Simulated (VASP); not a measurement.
A run of VASP 6.6.1 is set up as follows.

Contents of INCAR:

```
PREC = Accurate
ENCUT = 520
EDIFF = 1E-6
ISMEAR = -1
SIGMA = 0.05
LREAL = False
LASPH = True
NELM = 80
ALGO = Normal
ISIF = 2
LWAVE = False
LCHARG = False
GGA = B5
ALDAX = 1.0
AGGAX = 1.0
AGGAC = 1.0
ALDAC = 0.0
IVDW = 12
VDW_S6 = 1.0
VDW_S8 = 2.6996
VDW_A1 = 0.4298
VDW_A2 = 4.2359
NBANDS = 17
```

File KPOINTS:

```
Automatic mesh
0
Gamma
  8 8 8
```

File POSCAR:

```
SnSe
1.0
    0.0000000000      3.0100000000      3.0100000000
    3.0100000000      0.0000000000      3.0100000000
    3.0100000000      3.0100000000      0.0000000000
Sn Se
1 1
Direct
    0.0000000000      0.0000000000      0.0000000000
    0.5000000000      0.5000000000      0.5000000000
```

Potentials or basis: VASP PAW PBE potentials, release 64 (Sn_d, Se).

The run is started by

```bash
$ cat potpaw_PBE.64/Sn_d/POTCAR potpaw_PBE.64/Se/POTCAR > POTCAR
$ mpirun -np 1 vasp_std > vasp.out
```

Estimate the band gap on the k mesh.

0.40 eV, direct.

What does it give for the pressure?

0.0 GPa.

Caveat: the PAW data sets were made with another functional, which shifts forces and pressure a little; spin-orbit coupling is left out, which moves the levels of the heavy elements. A k mesh can miss the band edges.
